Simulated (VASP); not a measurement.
# Bi (R-3m) in VASP: settings compared

The runs below take Bi through relaxation of shape and atoms at fixed volume, single point, with PBE+D3(BJ), LDA.

All numbers are computed with VASP 6.6.1; they aren't measurements. Logs are shortened: lines on timing, memory, paths and dates and some standing lists are left out, and cuts for length are marked.

**1. The cell of the first run**

It takes space group R-3m (No. 166, trigonal). Conventional cell: a = 4.580 Å, b = 4.580 Å, c = 11.761 Å, α = 90.00°, β = 90.00°, γ = 120.00°. Within 4.1 Å of Bi (site symmetry 3m) lie 6 Bi at 3.12 to 3.48 Å.

**2. Relaxation of shape and atoms at fixed volume, PBE+D3(BJ) (35.60 Å³/atom)**

File INCAR:

```
  PREC = Accurate
  ENCUT = 600
  EDIFF = 1E-6
  ISMEAR = 0
  SIGMA = 0.1
  LREAL = False
  LASPH = True
  NELM = 60
  ALGO = Fast
  ISIF = 4
  LWAVE = False
  LCHARG = False
  GGA = PE
  IVDW = 12
  IBRION = 2
  NSW = 50
  EDIFFG = -0.01
```

File KPOINTS:

```
regular mesh
0
Gamma
  12 12 12
```

File POSCAR:

```
Bi
1.0
    2.2897931678      1.3220127018      3.9201677330
   -2.2897931678      1.3220127018      3.9201677330
    0.0000000000     -2.6440254036      3.9201677330
Bi
2
Direct
    0.2371283440      0.2371283440      0.2371283440
    0.7628716560      0.7628716560      0.7628716560
```

Potentials or basis: VASP PAW PBE potentials, release 64 (Bi_d).

On the command line:

```console
$ cat potpaw_PBE.64/Bi_d/POTCAR > POTCAR
$ mpirun -np 1 vasp_std > vasp.out
```

OUTCAR:

```text
PREC = Accurate
   ENCUT = 600
   EDIFF = 1E-6
   ISMEAR = 0
   LREAL = False
   LASPH = True
   NELM = 60
   ISIF = 4
   GGA = PE
   IVDW = 12
   IBRION = 2
   NSW = 50
   EDIFFG = -0.01
 IVDW          = 12

 ion  position               nearest neighbor table
   1  0.237  0.237  0.237-   2 3.12   2 3.12   2 3.12   2 3.48   2 3.48   2 3.48
   2  0.763  0.763  0.763-   1 3.12   1 3.12   1 3.12   1 3.48   1 3.48   1 3.48

  LATTYP: Found a trigonal (rhomboedric) cell.
 ALAT       =     4.7284865856
 COS(alpha) =     0.5309942324

  Lattice vectors:

 A1 = (   2.2897931678,   1.3220127018,   3.9201677330)
 A2 = (  -2.2897931678,   1.3220127018,   3.9201677330)
 A3 = (   0.0000000000,  -2.6440254036,   3.9201677330)

Analysis of symmetry for initial positions (statically):
=====================================================================
 Subroutine PRICEL returns:
 Original cell was already a primitive cell.

 Routine SETGRP: Setting up the symmetry group for a
 trigonal (rhombohedral) supercell.

 Subroutine GETGRP returns: Found 12 space group operations
 (whereof 12 operations were pure point group operations)
 out of a pool of 12 trial point group operations.

The static configuration has the point symmetry D_3d.

Analysis of symmetry for dynamics (positions and initial velocities):
=====================================================================
 Subroutine PRICEL returns:
 Original cell was already a primitive cell.

 Routine SETGRP: Setting up the symmetry group for a
 trigonal (rhombohedral) supercell.

 Subroutine GETGRP returns: Found 12 space group operations
 (whereof 12 operations were pure point group operations)
 out of a pool of 12 trial point group operations.

The dynamic configuration has the point symmetry D_3d.

 Subroutine INISYM returns: Found 12 space group operations
 (whereof 12 operations are pure point group operations),
 and found     1 'primitive' translations

----------------------------------------------------------------------------------------

                                     Primitive cell

  volume of cell :      71.2013

  direct lattice vectors                    reciprocal lattice vectors
     2.289793168  1.322012702  3.920167733     0.218360334  0.126070397  0.085030375
    -2.289793168  1.322012702  3.920167733    -0.218360334  0.126070397  0.085030375
     0.000000000 -2.644025404  3.920167733     0.000000000 -0.252140795  0.085030375

  length of vectors
     4.728486586  4.728486586  4.728486586     0.266092362  0.266092362  0.266092362

  position of ions in fractional coordinates (direct lattice)
     0.237128344  0.237128344  0.237128344
     0.762871656  0.762871656  0.762871656

  ion indices of the primitive-cell ions
   primitive index   ion index
                 1           1
                 2           2

----------------------------------------------------------------------------------------

 KPOINTS: regular mesh

Automatic generation of k-mesh.
 Grid dimensions read from file:
 generate k-points for:   12   12   12

 Generating k-lattice:

  Cartesian coordinates                     Fractional coordinates (reciprocal lattice)
     0.018196694  0.010505866  0.007085865     0.083333333  0.000000000  0.000000000
    -0.018196694  0.010505866  0.007085865     0.000000000  0.083333333  0.000000000
     0.000000000 -0.021011733  0.007085865     0.000000000  0.000000000  0.083333333

  Length of vectors
     0.022174363  0.022174363  0.022174363

  Shift w.r.t. Gamma in fractional coordinates (k-lattice)
     0.000000000  0.000000000  0.000000000

 Subroutine IBZKPT returns following result:
 ===========================================

 Found    189 irreducible k-points:

 Following reciprocal coordinates:
            Coordinates               Weight
  0.000000  0.000000  0.000000      1.000000
  0.083333  0.000000 -0.000000      6.000000
  0.166667  0.000000 -0.000000      6.000000
  0.250000 -0.000000  0.000000      6.000000
  0.333333  0.000000 -0.000000      6.000000
  0.416667  0.000000  0.000000      6.000000
[... 16 lines left out ...]
  0.500000  0.166667  0.000000     12.000000
 -0.416667  0.166667 -0.000000     12.000000
 [... further k-points ...]
   k-points           NKPTS =    189   k-points in BZ     NKDIM =    189   number of bands    NBANDS=     19
   number of dos      NEDOS =    301   number of ions     NIONS =      2
   total plane-waves  NPLWV =  64000
   dimension x,y,z NGX =    40 NGY =   40 NGZ =   40
   dimension x,y,z NGXF=    80 NGYF=   80 NGZF=   80
   ions per type =               2
   NGX,Y,Z   is equivalent  to a cutoff of  14.06, 14.06, 14.06 a.u.
   NGXF,Y,Z  is equivalent  to a cutoff of  28.13, 28.13, 28.13 a.u.
 SYSTEM =  unknown system
   PREC   = accura    normal or accurate (medium, high low for compatibility)
   ISTART =      0    job   : 0-new  1-cont  2-samecut
   ICHARG =      2    charge: 1-file 2-atom 10-const
   ISPIN  =      1    spin polarized calculation?
   LNONCOLLINEAR =      F non collinear calculations
   LSORBIT =      F    spin-orbit coupling
   LASPH  =      T    aspherical Exc in radial PAW
   ENCUT  =  600.0 eV  44.10 Ry    6.64 a.u.   9.44  9.44  9.44*2*pi/ulx,y,z
   NELM   =     60;   NELMIN=  2; NELMDL= -5     # of ELM steps
   EDIFF  = 0.1E-05   stopping-criterion for ELM
   LREAL  =      F    real-space projection
   EDIFFG = -.1E-01   stopping-criterion for IOM
   NSW    =     50    number of steps for IOM
   IBRION =      2    ionic relax: 0-MD 1-quasi-New 2-CG
   NFREE  =      1    steps in history (QN), initial steepest desc. (CG)
   ISIF   =      4    stress and relaxation
   ISYM   =      2    0-nonsym 1-usesym 2-fastsym
   POTIM  = 0.5000    time-step for ionic-motion
   TEBEG  =    0.0;   TEEND  =   0.0 temperature during run
   PSTRESS=    0.0 pullay stress
   NELECT =      30.0000    total number of electrons
   NUPDOWN=      -1.0000    fix difference up-down
   EMIN   =  10.00;   EMAX   =-10.00  energy-range for DOS
   EFERMI =   0.00;   METHOD = LEGACY
   ISMEAR =     0;   SIGMA  =   0.10  broadening in eV -4-tet -1-fermi 0-gaus
   EFERMI_NEDOS =   21; number of points for ismear=-14 and -15
   IALGO  =     68    algorithm
   IMIX   =      4    mixing-type and parameters
     AMIX     =   0.40;   BMIX     =  1.00
     AMIX_MAG =   1.60;   BMIX_MAG =  1.00
  volume/ion in A,a.u.               =      35.60       240.24
  Fermi-wavevector in a.u.,A,eV,Ry     =   1.227305  2.319271 20.494165  1.506279
  Thomas-Fermi vector in A             =   2.362274
   LORBIT       =      0    0 simple, 1 ext, 2 COOP (PROOUT), +10 PAW based schemes
   GGA     = PE    functional components
   LHFCALC =     F    Hartree Fock is set to
   AEXX    =    0.0000 exact exchange contribution
   IVDW    =    12    specifies the selected vdW correction
   LEPSILON=     F    determine dielectric tensor
   LRPA    =     F    only Hartree local field effects (RPA)
 conjugate gradient relaxation of ions
 non-spin polarized calculation
 RMM-DIIS sequential band-by-band and
 Gauss-broadening in eV      SIGMA  =   0.10
  energy-cutoff  :      600.00
  volume of cell :       71.20
 maximum number of plane-waves:      2395
 NGX is ok and might be reduce to    40
   NGX = 19   NGY = 19   NGZ = 19

--------------------------------------- Ionic step        1  -------------------------------------------

 number of electron      30.0000005 magnetization

 Free energy of the ion-electron system (eV)
  ---------------------------------------------------
  ext. energy  EPLUGINS =         0.00000000
  ---------------------------------------------------
  free energy    TOTEN  =        -7.76455376 eV

  energy without entropy =       -7.76336224  energy(sigma->0) =       -7.76395800

------------------------ aborting loop because EDIFF is reached ----------------------------------------

 Edisp (eV)   -0.89631

 E8    (eV) :    -0.4454

  FORCE on cell =-STRESS in cart. coord.  units (eV):
  Direction    XX          YY          ZZ          XY          YZ          ZX
  --------------------------------------------------------------------------------------
  -------------------------------------------------------------------------------------
  Total      -0.64384    -0.64384    -0.55753     0.00000     0.00000     0.00000
  in kB     -14.48766   -14.48766   -12.54558     0.00000     0.00000     0.00000
  external pressure =      -13.84 kB  Pullay stress =        0.00 kB
[... 301 lines left out ...]
  energy  without entropy=       -8.6617098647  energy(sigma->0) =       -8.66229227

--------------------------------------- Ionic step        9  -------------------------------------------

 number of electron      30.0000003 magnetization

 Free energy of the ion-electron system (eV)
  ---------------------------------------------------
  ext. energy  EPLUGINS =         0.00000000
  ---------------------------------------------------
  free energy    TOTEN  =        -7.76669541 eV

  energy without entropy =       -7.76550703  energy(sigma->0) =       -7.76610122

 E-fermi :   6.1788     XC(G=0):  -9.4825

 val. band max:        6.1681021289   @ k =   0.4167   0.0833   0.0833
 cond. band min:       6.2663934589   @ k =   0.4167   0.0000   0.0000
 fundamental gap:      0.0982913301
 Fermi energy:         6.1787767609

 k-point     1 :       0.0000    0.0000    0.0000
  band No.  band energies     occupation
      1     -16.7039      2.00000
      2     -16.7039      2.00000
      3     -16.5612      2.00000
      4     -16.5612      2.00000
      5     -16.5495      2.00000
      6     -16.3878      2.00000
[... 11 lines left out ...]
     18       9.1576      0.00000
     19      11.7614      0.00000
[... 489 lines left out ...]
      3     -16.5200      2.00000
      4     -16.5044      2.00000
      5     -16.4799      2.00000
      6     -16.4660      2.00000
[... 11 lines left out ...]
     18       9.4003      0.00000
     19      12.9699      0.00000

 [... further k-points ...]

------------------------ aborting loop because EDIFF is reached ----------------------------------------

 Edisp (eV)   -0.89631

 E8    (eV) :    -0.4454

  FORCE on cell =-STRESS in cart. coord.  units (eV):
  Direction    XX          YY          ZZ          XY          YZ          ZX
  --------------------------------------------------------------------------------------
  -------------------------------------------------------------------------------------
  Total      -0.46691    -0.46691    -0.43756     0.00000     0.00000     0.00000
  in kB     -10.50651   -10.50651    -9.84595     0.00000     0.00000     0.00000
  external pressure =      -10.29 kB  Pullay stress =        0.00 kB
[... 17 lines left out ...]
  FREE ENERGIE OF THE ION-ELECTRON SYSTEM (eV)
  ---------------------------------------------------
  free  energy   TOTEN  =        -8.6630022860 eV

  energy  without entropy=       -8.6618139054  energy(sigma->0) =       -8.66240810

 reached required accuracy - stopping structural energy minimisation
```

Wall time 43 min (1 thread of Intel Xeon 8259CL, shared host); peak memory 0.45 GiB.

What came out:

* Free energy: -8.6630 eV
* Energy gained by relaxing: 1.1 meV/atom
* Ionic steps: 9
* Pressure after relaxing: -1.0 GPa
* Largest force after relaxing: 0.008 eV/Å
* Band gap on the k mesh: zero (bands 15 and 16 overlap by 0.19 eV)
* Dispersion energy per atom: -0.448 eV

Forces on the atoms (eV/Å):
```
Bi   0.000  0.000  0.008
Bi   0.000  0.000 -0.008
```

Step by step:
| step | energy change (eV) | largest force (eV/Å) | pressure (GPa) | volume (Å³) |
| --- | --- | --- | --- | --- |
| 1 | 0.0000 | 0.1003 | -1.38 | 71.20 |
| 2 | -0.0009 | 0.0662 | -1.26 | 71.20 |
| 3 | -0.0017 | 0.0267 | -1.19 | 71.20 |
| 4 | -0.0018 | 0.0538 | -0.96 | 71.20 |
| 5 | -0.0020 | 0.0015 | -1.06 | 71.20 |
| 6 | -0.0020 | 0.0208 | -1.02 | 71.20 |
| 7 | -0.0020 | 0.0024 | -1.05 | 71.20 |
| 8 | -0.0020 | 0.0180 | -1.05 | 71.20 |
| 9 | -0.0021 | 0.0078 | -1.03 | 71.20 |

Final structure:
```yaml
crystal:
  lattice:
    - [2.28133, 1.31713, 3.94929]
    - [-2.28133, 1.31713, 3.94929]
    - [0.00000, -2.63426, 3.94929]
  atoms:
    - { symbol: Bi, position: [0.23562, 0.23562, 0.23562] }
    - { symbol: Bi, position: [0.76438, 0.76438, 0.76438] }
```

Caveat: spin-orbit coupling is left out, which moves the levels of the heavy elements.

**3. Single point, LDA**

This run uses another cell than the first one, of 34.56 Å³/atom.

File INCAR:

```
ALGO     = Fast           # electronic algorithm
EDIFF    = 1E-7           # SCF threshold, eV
ENCUT    = 520            # plane-wave cutoff, eV
ISIF     = 2              # what is computed and relaxed
ISMEAR   = 0              # smearing method
LASPH    = T              # aspherical terms in the spheres
LCHARG   = F              # write CHGCAR
LREAL    = F              # projectors in reciprocal space
LWAVE    = F              # write WAVECAR
NBANDS   = 22             # bands
NELM     = 80             # most SCF steps
PREC     = Accurate       # precision mode
SIGMA    = 0.1            # smearing width, eV
```

File KPOINTS:

```
k-points
0
Gamma
  12 12 12
```

File POSCAR:

```
Bi
1.0
    2.2673427742      1.3090509611      3.8817322630
   -2.2673427742      1.3090509611      3.8817322630
    0.0000000000     -2.6181019221      3.8817322630
Bi
2
Direct
    0.2371283432      0.2371283432      0.2371283432
    0.7628716568      0.7628716568      0.7628716568
```

Potentials or basis: VASP PAW LDA potentials, release 64 (Bi_d).

On the command line:

```console
$ cat potpaw_LDA.64/Bi_d/POTCAR > POTCAR
$ mpirun -np 1 vasp_std > vasp.out
```

Run time: 2.3 min. Hardware: 1 thread of Intel Xeon 6975P-C (Granite Rapids), shared host; peak memory 0.33 GiB.

Results (log left out):

```
Free energy            : -9.1175 eV
Pressure               : -1.5 GPa
Largest force          : 0.097 eV/Å
Band gap on the k mesh : zero (bands 15 and 16 overlap by 0.19 eV)
```

Forces on the atoms (eV/Å):
```
Bi   0.000  0.000 -0.097
Bi   0.000  0.000  0.097
```

Levels at points of the mesh, in eV from the Fermi level:
| k point | band 13 | band 14 | band 15 | band 16 | band 17 | band 18 |
| --- | --- | --- | --- | --- | --- | --- |
| (0.00, 0.00, 0.00) | -1.50 | -1.24 | -1.24 | 2.74 | 3.03 | 3.03 |
| (0.50, 0.00, 0.00) | -1.12 | -0.99 | -0.27 | -0.24 | 0.37 | 0.77 |
| (0.50, 0.50, 0.00) | -4.82 | -3.10 | -2.97 | 2.49 | 4.99 | 5.34 |
| (0.50, 0.50, 0.50) | -0.82 | -0.52 | -0.52 | 0.51 | 0.51 | 0.57 |

Caveat: spin-orbit coupling is left out, which moves the levels of the heavy elements.
